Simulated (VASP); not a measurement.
# Rb (Pm-3m) in VASP: further runs

Runs on Rb. Level: PBE. Tasks: single point.

Program: VASP 6.6.1. These are calculated values, not measurements. Logs are shortened: lines on timing, memory, paths and dates and some standing lists are left out, and cuts for length are marked.

### 1 The cell of the first run

It takes space group Pm-3m (No. 221, cubic). Conventional cell: a = 2.753 Å, b = 2.753 Å, c = 2.753 Å, α = 90.00°, β = 90.00°, γ = 90.00°. Rb (site symmetry m-3m) has 6 Rb at 2.75 Å within 3.6 Å.

This isn't the form of Rb at room conditions, which is bcc.

### 2 Single point, PBE

The input, INCAR:

```
SYSTEM = Rb
PREC = Accurate
ENCUT = 520
EDIFF = 1E-6
ISMEAR = -1
SIGMA = 0.1
LREAL = .False.
LASPH = .True.
NELM = 100
ALGO = Normal
ISIF = 2
LWAVE = .False.
LCHARG = .False.
GGA = PE
NBANDS = 10
```

The input, KPOINTS:

```
Automatic mesh
0
Gamma
  5 5 5
  0 0 0
```

The input, POSCAR:

```
Rb
1.0
    2.7529142320      0.0000000000      0.0000000000
    0.0000000000      2.7529142320      0.0000000000
    0.0000000000      0.0000000000      2.7529142320
Rb
1
Direct
    0.0000000000      0.0000000000      0.0000000000
```

Potentials or basis: VASP PAW PBE potentials, release 64 (Rb_sv).

On the command line:

```
$ cat potpaw_PBE.64/Rb_sv/POTCAR > POTCAR
$ mpirun -np 1 vasp_std > vasp.out
```

OUTCAR:

```text
SYSTEM = Rb
   PREC = Accurate
   ENCUT = 520
   EDIFF = 1E-6
   ISMEAR = -1
   LREAL = .False.
   LASPH = .True.
   NELM = 100
   ISIF = 2
   GGA = PE

 ion  position               nearest neighbor table
   1  0.000  0.000  0.000-

  LATTYP: Found a simple cubic cell.
 ALAT       =     2.7529142320

  Lattice vectors:

 A1 = (   2.7529142320,   0.0000000000,   0.0000000000)
 A2 = (   0.0000000000,   2.7529142320,   0.0000000000)
 A3 = (   0.0000000000,   0.0000000000,   2.7529142320)

Analysis of symmetry for initial positions (statically):
=====================================================================
 Subroutine PRICEL returns:
 Original cell was already a primitive cell.

 Routine SETGRP: Setting up the symmetry group for a
 simple cubic supercell.

 Subroutine GETGRP returns: Found 48 space group operations
 (whereof 48 operations were pure point group operations)
 out of a pool of 48 trial point group operations.

The static configuration has the point symmetry O_h .

Analysis of symmetry for dynamics (positions and initial velocities):
=====================================================================
 Subroutine PRICEL returns:
 Original cell was already a primitive cell.

 Routine SETGRP: Setting up the symmetry group for a
 simple cubic supercell.

 Subroutine GETGRP returns: Found 48 space group operations
 (whereof 48 operations were pure point group operations)
 out of a pool of 48 trial point group operations.

The dynamic configuration has the point symmetry O_h .

 Subroutine INISYM returns: Found 48 space group operations
 (whereof 48 operations are pure point group operations),
 and found     1 'primitive' translations

----------------------------------------------------------------------------------------

                                     Primitive cell

  volume of cell :      20.8631

  direct lattice vectors                    reciprocal lattice vectors
     2.752914232  0.000000000  0.000000000     0.363251419  0.000000000  0.000000000
     0.000000000  2.752914232  0.000000000     0.000000000  0.363251419  0.000000000
     0.000000000  0.000000000  2.752914232     0.000000000  0.000000000  0.363251419

  length of vectors
     2.752914232  2.752914232  2.752914232     0.363251419  0.363251419  0.363251419

  position of ions in fractional coordinates (direct lattice)
     0.000000000  0.000000000  0.000000000

  ion indices of the primitive-cell ions
   primitive index   ion index
                 1           1

----------------------------------------------------------------------------------------

 KPOINTS: Automatic mesh

Automatic generation of k-mesh.
 Grid dimensions read from file:
 generate k-points for:    5    5    5

 Generating k-lattice:

  Cartesian coordinates                     Fractional coordinates (reciprocal lattice)
     0.072650284  0.000000000  0.000000000     0.200000000  0.000000000  0.000000000
     0.000000000  0.072650284  0.000000000     0.000000000  0.200000000  0.000000000
     0.000000000  0.000000000  0.072650284     0.000000000  0.000000000  0.200000000

  Length of vectors
     0.072650284  0.072650284  0.072650284

  Shift w.r.t. Gamma in fractional coordinates (k-lattice)
     0.000000000  0.000000000  0.000000000

 Subroutine IBZKPT returns following result:
 ===========================================

 Found     10 irreducible k-points:

 Following reciprocal coordinates:
            Coordinates               Weight
  0.000000  0.000000  0.000000      1.000000
  0.200000  0.000000  0.000000      6.000000
  0.400000  0.000000  0.000000      6.000000
  0.200000  0.200000  0.000000     12.000000
  0.400000  0.200000  0.000000     24.000000
  0.400000  0.400000  0.000000     12.000000
  0.200000  0.200000  0.200000      8.000000
  0.400000  0.200000  0.200000     24.000000
  0.400000  0.400000  0.200000     24.000000
  0.400000  0.400000  0.400000      8.000000
   k-points           NKPTS =     10   k-points in BZ     NKDIM =     10   number of bands    NBANDS=     10
   number of dos      NEDOS =    301   number of ions     NIONS =      1
   total plane-waves  NPLWV =   8000
   dimension x,y,z NGX =    20 NGY =   20 NGZ =   20
   dimension x,y,z NGXF=    40 NGYF=   40 NGZF=   40
   ions per type =               1
   NGX,Y,Z   is equivalent  to a cutoff of  12.08, 12.08, 12.08 a.u.
   NGXF,Y,Z  is equivalent  to a cutoff of  24.16, 24.16, 24.16 a.u.
 SYSTEM =  Rb
   PREC   = accura    normal or accurate (medium, high low for compatibility)
   ISTART =      0    job   : 0-new  1-cont  2-samecut
   ICHARG =      2    charge: 1-file 2-atom 10-const
   ISPIN  =      1    spin polarized calculation?
   LNONCOLLINEAR =      F non collinear calculations
   LSORBIT =      F    spin-orbit coupling
   LASPH  =      T    aspherical Exc in radial PAW
   ENCUT  =  520.0 eV  38.22 Ry    6.18 a.u.   5.12  5.12  5.12*2*pi/ulx,y,z
   NELM   =    100;   NELMIN=  2; NELMDL= -5     # of ELM steps
   EDIFF  = 0.1E-05   stopping-criterion for ELM
   LREAL  =      F    real-space projection
   EDIFFG = 0.1E-04   stopping-criterion for IOM
   NSW    =      0    number of steps for IOM
   IBRION =     -1    ionic relax: 0-MD 1-quasi-New 2-CG
   NFREE  =      0    steps in history (QN), initial steepest desc. (CG)
   ISIF   =      2    stress and relaxation
   ISYM   =      2    0-nonsym 1-usesym 2-fastsym
   POTIM  = 0.5000    time-step for ionic-motion
   TEBEG  =    0.0;   TEEND  =   0.0 temperature during run
   PSTRESS=    0.0 pullay stress
   NELECT =       9.0000    total number of electrons
   NUPDOWN=      -1.0000    fix difference up-down
   EMIN   =  10.00;   EMAX   =-10.00  energy-range for DOS
   EFERMI =   0.00;   METHOD = LEGACY
   ISMEAR =    -1;   SIGMA  =   0.10  broadening in eV -4-tet -1-fermi 0-gaus
   EFERMI_NEDOS =   21; number of points for ismear=-14 and -15
   IALGO  =     38    algorithm
   IMIX   =      4    mixing-type and parameters
     AMIX     =   0.40;   BMIX     =  1.00
     AMIX_MAG =   1.60;   BMIX_MAG =  1.00
  volume/ion in A,a.u.               =      20.86       140.79
  Fermi-wavevector in a.u.,A,eV,Ry     =   1.236981  2.337555 20.818570  1.530122
  Thomas-Fermi vector in A             =   2.371567
   LORBIT       =      0    0 simple, 1 ext, 2 COOP (PROOUT), +10 PAW based schemes
   GGA     = PE    functional components
   LHFCALC =     F    Hartree Fock is set to
   AEXX    =    0.0000 exact exchange contribution
   IVDW    =     0    specifies the selected vdW correction
   LEPSILON=     F    determine dielectric tensor
   LRPA    =     F    only Hartree local field effects (RPA)
 non-spin polarized calculation
  energy-cutoff  :      520.00
  volume of cell :       20.86
 maximum number of plane-waves:       587
   NGX = 11   NGY = 11   NGZ = 11

 number of electron       9.0000000 magnetization

 Free energy of the ion-electron system (eV)
  ---------------------------------------------------
  ext. energy  EPLUGINS =         0.00000000
  ---------------------------------------------------
  free energy    TOTEN  =         2.08982310 eV

  energy without entropy =        2.13113965  energy(sigma->0) =        2.11048138

 E-fermi :   6.8511     XC(G=0): -10.6750

 val. band max:        5.9457119926   @ k =   0.4000   0.4000   0.4000
 cond. band min:       6.8944924689   @ k =   0.4000   0.4000   0.4000
 fundamental gap:      0.9487804763
 Fermi energy:         6.8511417357

 k-point     1 :       0.0000    0.0000    0.0000
  band No.  band energies     occupation
      1     -24.6907      2.00000
      2      -5.4870      2.00000
      3      -5.4870      2.00000
      4      -5.4870      2.00000
      5       4.7091      2.00000
      6       7.3177      0.01866
      7       7.3177      0.01866
      8      20.0625      0.00000
      9      20.0625      0.00000
     10      20.0625      0.00000

 k-point     2 :       0.2000    0.0000    0.0000
  band No.  band energies     occupation
      1     -24.3775      2.00000
      2      -7.7176      2.00000
      3      -5.2753      2.00000
      4      -5.2753      2.00000
      5       5.9279      1.99980
      6       7.8138      0.00013
      7      10.0368      0.00000
      8      16.4650      0.00000
      9      16.4650      0.00000
     10      20.2574      0.00000

 k-point     3 :       0.4000    0.0000    0.0000
  band No.  band energies     occupation
      1     -23.7976      2.00000
      2     -10.3554      2.00000
      3      -4.9042      2.00000
      4      -4.9042      2.00000
      5       7.9815      0.00002
      6       8.8364      0.00000
      7      11.4147      0.00000
      8      13.5075      0.00000
      9      13.5075      0.00000
     10      19.6476      0.00000

 k-point     4 :       0.2000    0.2000    0.0000
  band No.  band energies     occupation
      1     -24.0685      2.00000
      2      -7.5329      2.00000
      3      -7.3265      2.00000
      4      -5.0699      2.00000
      5       6.9576      0.51300
      6       9.2395      0.00000
      7      11.2321      0.00000
      8      13.7216      0.00000
      9      16.4038      0.00000
     10      17.5803      0.00000

 k-point     5 :       0.4000    0.2000    0.0000
  band No.  band energies     occupation
      1     -23.4979      2.00000
      2     -10.0179      2.00000
      3      -6.9077      2.00000
      4      -4.7110      2.00000
      5       7.2704      0.02978
      6       9.2270      0.00000
      7      12.2316      0.00000
      8      13.9811      0.00000
      9      14.8374      0.00000
     10      17.8875      0.00000

 k-point     6 :       0.4000    0.4000    0.0000
  band No.  band energies     occupation
      1     -22.9468      2.00000
      2      -9.4160      2.00000
      3      -9.3505      2.00000
      4      -4.3751      2.00000
      5       4.2718      2.00000
      6      10.3906      0.00000
      7      14.8403      0.00000
      8      15.1315      0.00000
      9      16.1044      0.00000
     10      16.3175      0.00000

 k-point     7 :       0.2000    0.2000    0.2000
  band No.  band energies     occupation
      1     -23.7637      2.00000
      2      -7.3290      2.00000
      3      -7.0663      2.00000
      4      -7.0663      2.00000
      5       7.7978      0.00015
      6      11.2815      0.00000
      7      11.2815      0.00000
      8      13.8646      0.00000
      9      13.8646      0.00000
     10      14.8794      0.00000

 k-point     8 :       0.4000    0.2000    0.2000
  band No.  band energies     occupation
      1     -23.2016      2.00000
      2      -9.6926      2.00000
      3      -6.7122      2.00000
      4      -6.5996      2.00000
      5       7.1052      0.14615
      6       9.7133      0.00000
      7      11.6464      0.00000
      8      12.9467      0.00000
      9      15.4859      0.00000
     10      18.8140      0.00000

 k-point     9 :       0.4000    0.4000    0.2000
  band No.  band energies     occupation
      1     -22.6577      2.00000
      2      -9.1145      2.00000
      3      -9.0570      2.00000
      4      -6.2061      2.00000
      5       4.8774      2.00000
      6       9.7363      0.00000
      7      10.2174      0.00000
      8      14.2709      0.00000
      9      18.5170      0.00000
     10      20.1082      0.00000

 k-point    10 :       0.4000    0.4000    0.4000
  band No.  band energies     occupation
      1     -22.1285      2.00000
      2      -8.5787      2.00000
      3      -8.5212      2.00000
      4      -8.5212      2.00000
      5       5.9457      1.99977
      6       6.8945      0.78658
      7       6.8945      0.78658
      8      14.0719      0.00000
      9      21.2559      0.00000
     10      21.2559      0.00000

------------------------ aborting loop because EDIFF is reached ----------------------------------------

  FORCE on cell =-STRESS in cart. coord.  units (eV):
  Direction    XX          YY          ZZ          XY          YZ          ZX
  --------------------------------------------------------------------------------------
  -------------------------------------------------------------------------------------
  Total        5.3740868      5.3740868      5.3740868     -0.0000000      0.0000000     -0.0000000
  in kB      412.7026080    412.7026080    412.7026080     -0.0000000      0.0000000     -0.0000000
  external PRESSURE =     412.7026080 kB  Pullay stress =       0.0000000 kB

 VOLUME and BASIS-vectors are now :
 -----------------------------------------------------------------------------
  energy-cutoff  :      520.00
  volume of cell :       20.86
      direct lattice vectors                 reciprocal lattice vectors
     2.752914232  0.000000000  0.000000000     0.363251419  0.000000000  0.000000000
     0.000000000  2.752914232  0.000000000     0.000000000  0.363251419  0.000000000
     0.000000000  0.000000000  2.752914232     0.000000000  0.000000000  0.363251419

 POSITION                                       TOTAL-FORCE (eV/Angst)
 -----------------------------------------------------------------------------------
      0.00000      0.00000      0.00000         0.000000      0.000000      0.000000
 -----------------------------------------------------------------------------------
    total drift:                                0.000000      0.000000      0.000000

  FREE ENERGIE OF THE ION-ELECTRON SYSTEM (eV)
  ---------------------------------------------------
  free  energy   TOTEN  =         2.0898231009 eV

  energy  without entropy=        2.1311396549  energy(sigma->0) =        2.11048138
```

Run time: 9.9 s. Hardware: 1 thread of Intel Xeon 8259CL, shared host; peak memory 0.12 GiB.

What came out:

```
Free energy            : 2.0898 eV
Pressure               : 41.3 GPa
Band gap on the k mesh : zero (an odd number of electrons rules out a gap without spin polarisation)
```

Levels at points of the mesh, in eV from the Fermi level:
| k point | band 1 | band 2 | band 3 | band 4 | band 5 | band 6 | band 7 | band 8 | band 9 |
| --- | --- | --- | --- | --- | --- | --- | --- | --- | --- |
| (0.00, 0.00, 0.00) | -31.54 | -12.34 | -12.34 | -12.34 | -2.14 | 0.47 | 0.47 | 13.21 | 13.21 |

Caveat: the k points lie up to 0.46 Å⁻¹ apart, too coarse for converged energies and pressures of a metal.

(Part 1 of 2 ends here.)

The gap in the log of VASP goes by the Fermi energy; the results here count the filled bands.